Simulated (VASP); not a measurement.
Here is a VASP 6.6.1 calculation.

Contents of INCAR:

```
SYSTEM = FeO
PREC = Accurate
ENCUT = 520
EDIFF = 1E-7
ISMEAR = -1
SIGMA = 0.05
LREAL = .FALSE.
LASPH = .TRUE.
NELM = 150
ALGO = Normal
ISIF = 2
LWAVE = .FALSE.
LCHARG = .FALSE.
ISPIN = 2
MAGMOM = 3 0
LORBIT = 11
LMAXMIX = 4
GGA = RE
IVDW = 13
NBANDS = 18
```

KPOINTS

```
Automatic mesh
0
G
  11 11 11
  0 0 0
```

POSCAR

```
FeO
1.0
    0.0000000000      2.1430831024      2.1430831024
    2.1430831024      0.0000000000      2.1430831024
    2.1430831024      2.1430831024      0.0000000000
Fe O
1 1
Direct
    0.0000000000      0.0000000000      0.0000000000
    0.5000000000      0.5000000000      0.5000000000
```

Potentials or basis: VASP PAW PBE potentials, release 64 (Fe, O).

Launch:

```bash
$ cat potpaw_PBE.64/Fe/POTCAR potpaw_PBE.64/O/POTCAR > POTCAR
$ mpirun -np 1 vasp_std > vasp.out
```

**Question.** Estimate the dispersion energy per atom.

**Answer.** -0.643 eV.

**Question.** Predict the pressure.

**Answer.** 0.2 GPa.

**Question.** What does it give for the site moments?

**Answer.** Fe +3.62; O +0.30 μB.

Caveat: the PAW data sets were made with another functional, which shifts forces and pressure a little; a cell with one magnetic atom can't hold antiferromagnetic order, which such compounds often take; semilocal functionals often make such compounds metallic where correlation or magnetic order opens a gap, which also shifts bond lengths; pairwise dispersion overbinds metals, which lowers pressure and volume.

**The experiment to reproduce.**

“W\"ustite: Electric, thermodynamic and optical properties of FeO”, 2012, arxiv:1203.1201 quotes, for a bulk crystal of FeO: band gap 2.4 eV (optical).

A measured gap of FeO is 2.4 eV (optical; quoted in “W\"ustite: Electric, thermodynamic and optical properties of FeO”, 2012, arxiv:1203.1201); the calculated 0.00 eV misses it by -2.40 eV. So large a miss can be the level of theory's own, or it may mean another phase, state or a wrong row. The value is that of revPBE+D4 on a finite k mesh, which can miss the band edges, without temperature or zero-point motion. Semilocal functionals fall short of measured gaps as a rule. The run's magnetic order (collinear spin, ferromagnetic start) needn't be the measured crystal's.
